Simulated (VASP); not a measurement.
# Ta3H in VASP: a series of runs, part 2 of 2

VASP 6.6.1.

**3. Single point, LDA**

File INCAR:

```
ALGO = Normal
DIPOL = 0.5 0.5 0.344
EDIFF = 1E-6
ENCUT = 520
GGA = CA
IDIPOL = 3
ISIF = 2
ISMEAR = 0
LASPH = True
LCHARG = True
LDIPOL = True
LELF = True
LREAL = False
LVACPOTAV = True
LVHAR = True
LWAVE = False
NBANDS = 44
NELM = 100
PREC = Accurate
SIGMA = 0.1
```

File KPOINTS:

```
k-points
0
Gamma
  6 6 1
```

File POSCAR:

```
Ta3H
1.0
    4.6002247492      0.0000000000      0.0000000000
   -2.3001123746      3.9839114959      0.0000000000
    0.0000000000      0.0000000000     22.4017722044
Ta H
6 2
Direct
    0.6666666667      0.3333333333      0.1785573018
    0.3333333333      0.6666666667      0.2204743848
    0.0000000000      0.0000000000      0.2623914678
    0.6666666667      0.3333333333      0.3016814391
    0.3333333333      0.6666666667      0.3385386112
    0.0000000000      0.0000000000      0.3750494438
    0.2334469093      0.6666666667      0.5357510154
    0.4332197574      0.6666666667      0.5357510154
```

Potentials or basis: VASP PAW LDA potentials, release 64 (Ta_pv, H).

On the command line:

```console
$ cat potpaw_LDA.64/Ta_pv/POTCAR potpaw_LDA.64/H/POTCAR > POTCAR
$ mpirun -np 1 vasp_std > vasp.out
```

OUTCAR:

```text
EDIFF = 1E-6
   ENCUT = 520
   GGA = CA
   ISIF = 2
   ISMEAR = 0
   LASPH = True
   LREAL = False
   NELM = 100
   PREC = Accurate

 ion  position               nearest neighbor table
   1  0.667  0.333  0.179-   4 2.76   2 2.82   2 2.82   2 2.82   3 3.25   3 3.25   3 3.25
   2  0.333  0.667  0.220-   5 2.64   1 2.82   3 2.82   1 2.82   3 2.82   3 2.82   1 2.82   4 3.22
                             4 3.22   4 3.22
   3  0.000  0.000  0.262-   6 2.52   4 2.80   4 2.80   4 2.80   2 2.82   2 2.82   2 2.82   5 3.16
                             5 3.16   5 3.16   1 3.25   1 3.25   1 3.25
   4  0.667  0.333  0.302-   1 2.76   5 2.78   5 2.78   5 2.78   3 2.80   3 2.80   3 2.80   6 3.12
                             6 3.12   6 3.12   2 3.22   2 3.22   2 3.22
[... 823 lines left out ...]
 VOLUME and BASIS-vectors are now :
 -----------------------------------------------------------------------------
  energy-cutoff  :      520.00
  volume of cell :      410.55
      direct lattice vectors                 reciprocal lattice vectors
     4.600224749  0.000000000  0.000000000     0.217380683  0.125504796  0.000000000
    -2.300112375  3.983911496  0.000000000     0.000000000  0.251009592  0.000000000
     0.000000000  0.000000000 22.401772204     0.000000000  0.000000000  0.044639325

 POSITION                                       TOTAL-FORCE (eV/Angst)
 -----------------------------------------------------------------------------------
      2.30011      1.32797      4.00000         0.000000      0.001069      2.071581
     -0.00000      2.65594      4.93902         0.000000      0.000127     -0.260321
      0.00000      0.00000      5.87803         0.000000     -0.001238     -2.025480
      2.30011      1.32797      6.75820         0.000000      0.001138      0.043240
     -0.00000      2.65594      7.58386         0.000000      0.002383      0.055190
      0.00000      0.00000      8.40177         0.000000      0.001012      0.148749
     -0.45950      2.65594     12.00177         3.104036     -0.002246     -0.016479
      0.45950      2.65594     12.00177        -3.104036     -0.002246     -0.016479
 -----------------------------------------------------------------------------------
    total drift:                               -0.000000      0.000006      0.000634

  FREE ENERGIE OF THE ION-ELECTRON SYSTEM (eV)
  ---------------------------------------------------
  free  energy   TOTEN  =       -76.0915770688 eV

  energy  without entropy=      -76.0684737576  energy(sigma->0) =      -76.08002541

 vacuum level on the upper side and lower side of the slab         2.728         2.553
```

stdout:

```text
POSCAR found type information on POSCAR TaH
 POSCAR found :  2 types and       8 ions
 scaLAPACK will be used
 LDA part: xc-table for (Slater(with rela. corr.)+CA(PZ))
 , standard interpolation
 POSCAR, INCAR and KPOINTS ok, starting setup
 FFT: planning ... GRIDC
 FFT: planning ... GRID_SOFT
 FFT: planning ... GRID
 WAVECAR not read
 entering main loop
 -----------------------------------------------------------------------------
|                                                                             |
|           W    W    AA    RRRRR   N    N  II  N    N   GGGG   !!!           |
|           W    W   A  A   R    R  NN   N  II  NN   N  G    G  !!!           |
|           W    W  A    A  R    R  N N  N  II  N N  N  G       !!!           |
|           W WW W  AAAAAA  RRRRR   N  N N  II  N  N N  G  GGG   !            |
|           WW  WW  A    A  R   R   N   NN  II  N   NN  G    G                |
|           W    W  A    A  R    R  N    N  II  N    N   GGGG   !!!           |
|                                                                             |
|     Did not find any points to average over, which means that no vacuum     |
|     field-free region was found. Please increase the size of  your cell     |
|     in the dimension of the dipole correction to obtain accurate            |
|     workfunction values.                                                    |
|                                                                             |
 -----------------------------------------------------------------------------
```

Wall time 5.2 min (1 thread of Intel Xeon 6975P-C (Granite Rapids), shared host); peak memory 0.47 GiB.

Results:

```yaml
Free_energy: -76.0916 eV
Largest_force: 3.104 eV/Å
```

Forces in eV/Å, atoms in the order of the input:
```
Ta   0.000  0.001  2.072
Ta   0.000  0.000 -0.260
Ta   0.000 -0.001 -2.025
Ta   0.000  0.001  0.043
Ta   0.000  0.002  0.055
Ta   0.000  0.001  0.149
H    3.104 -0.002 -0.016
H   -3.104 -0.002 -0.016
```

Caveat: spin-orbit coupling is left out, which moves the levels of the heavy elements.

**4. Single point, LDA**

File INCAR:

```
ALGO = Normal ; DIPOL = 0.5 0.5 0.316
EDIFF = 1E-7 ; ENCUT = 520
IDIPOL = 3 ; ISIF = 2
ISMEAR = 0 ; LASPH = T
LCHARG = F ; LDIPOL = T
LREAL = F ; LWAVE = F
NBANDS = 44 ; NELM = 60
PREC = Accurate ; SIGMA = 0.1
```

KPOINTS is that of step 3.

Edit POSCAR of step 3 so:

```diff
@@ -14,3 +14,3 @@
     0.0000000000      0.0000000000      0.3750494438
-    0.2334469093      0.6666666667      0.5357510154
-    0.4332197574      0.6666666667      0.5357510154
+    0.1708412725      0.6666666667      0.4237063085
+    0.4958253942      0.6666666667      0.4237063085
```

On the command line:

```console
$ cat potpaw_LDA.64/Ta_pv/POTCAR potpaw_LDA.64/H/POTCAR > POTCAR
$ mpirun -np 1 vasp_std > vasp.out
```

Run time: 6.3 min. Hardware: 1 thread of Intel Xeon 6975P-C (Granite Rapids), shared host; peak memory 0.47 GiB.

Results (log left out):

* Free energy: -77.0397 eV
* Largest force: 2.622 eV/Å
* Band gap on the k mesh: zero (bands 34 and 35 overlap by 0.17 eV)

Forces on the atoms (eV/Å):
```
Ta   0.000  0.052  1.882
Ta   0.000  0.043 -1.081
Ta   0.000  0.044 -2.063
Ta   0.000 -0.310 -0.374
Ta   0.000  0.401  2.591
Ta   0.000 -0.756  1.410
H   -0.364  0.263 -1.183
H    0.364  0.263 -1.183
```

Levels at points of the mesh, in eV from the Fermi level:
```csv
k point,band 31,band 32,band 33,band 34,band 35,band 36,band 37,band 38
"(0.00, 0.00, 0.00)",-1.05,-0.71,-0.60,-0.44,-0.05,0.15,0.17,1.61
"(0.50, 0.00, 0.00)",-1.06,-0.86,-0.41,-0.09,0.00,0.56,0.74,1.14
"(0.00, 0.50, 0.00)",-1.27,-0.88,-0.68,0.00,0.04,0.17,0.76,1.14
```

Caveat: spin-orbit coupling is left out, which moves the levels of the heavy elements.

**5. Single point, LDA**

File INCAR:

```
PREC = Accurate
ENCUT = 520
EDIFF = 1E-7
ISMEAR = 0
SIGMA = 0.1
LREAL = F
LASPH = T
NELM = 60
ALGO = Normal
ISIF = 2
LWAVE = F
LCHARG = F
LDIPOL = T
IDIPOL = 3
DIPOL = 0.5 0.5 0.323
GGA = CA
NBANDS = 44
```

File KPOINTS:

```
regular mesh
0
Gamma
  6 6 1
```

Edit POSCAR of step 4 so:

```diff
@@ -14,3 +14,3 @@
     0.0000000000      0.0000000000      0.3750494438
-    0.1708412725      0.6666666667      0.4237063085
-    0.4958253942      0.6666666667      0.4237063085
+    0.1708412725      0.6666666667      0.4522754768
+    0.4958253942      0.6666666667      0.4522754768
```

On the command line:

```console
$ cat potpaw_LDA.64/Ta_pv/POTCAR potpaw_LDA.64/H/POTCAR > POTCAR
$ mpirun -np 1 vasp_std > vasp.out
```

Wall time 5.7 min (1 thread of Intel Xeon 6975P-C (Granite Rapids), shared host); peak memory 0.47 GiB.

It converged, with:

```
Free energy            : -75.2217 eV
Largest force          : 2.068 eV/Å
Band gap on the k mesh : zero (bands 34 and 35 overlap by 0.13 eV)
```

Forces in eV/Å, atoms in the order of the input:
```
Ta   0.000  0.074  1.977
Ta   0.000  0.025 -0.786
Ta   0.000  0.011 -2.068
Ta   0.000 -0.088 -0.038
Ta   0.000  0.221  2.050
Ta   0.000 -0.633  1.312
H    1.035  0.195 -1.223
H   -1.035  0.195 -1.223
```

Levels at points of the mesh, in eV from the Fermi level:
| k point | band 32 | band 33 | band 34 | band 35 | band 36 | band 37 |
| --- | --- | --- | --- | --- | --- | --- |
| (0.00, 0.00, 0.00) | -0.92 | -0.44 | -0.36 | 0.11 | 0.21 | 0.23 |
| (0.50, 0.00, 0.00) | -0.86 | -0.36 | -0.21 | -0.05 | 0.66 | 0.70 |
| (0.00, 0.50, 0.00) | -0.87 | -0.39 | -0.09 | 0.24 | 0.43 | 0.73 |

Caveat: spin-orbit coupling is left out, which moves the levels of the heavy elements.

**6. Summary**

| cell | gap on the mesh (eV) | largest force (eV/Å) |
| --- | --- | --- |
| as given, atomic positions A | - | 2.90 |
| as given, atomic positions B | - | 3.10 |
| as given, atomic positions C | none | 2.62 |
| as given, atomic positions D | none | 2.07 |

Alike in all rows: task single point; level LDA; potentials or basis VASP PAW LDA potentials, release 64 (Ta_pv, H); no spin polarisation; k mesh 6 × 6 × 1; cutoff (eV) 520; smearing gaussian 0.1 eV.

Caveats: spin-orbit coupling is left out, which moves the levels of the heavy elements.

Absolute energies hang on the potentials; compare differences alone.
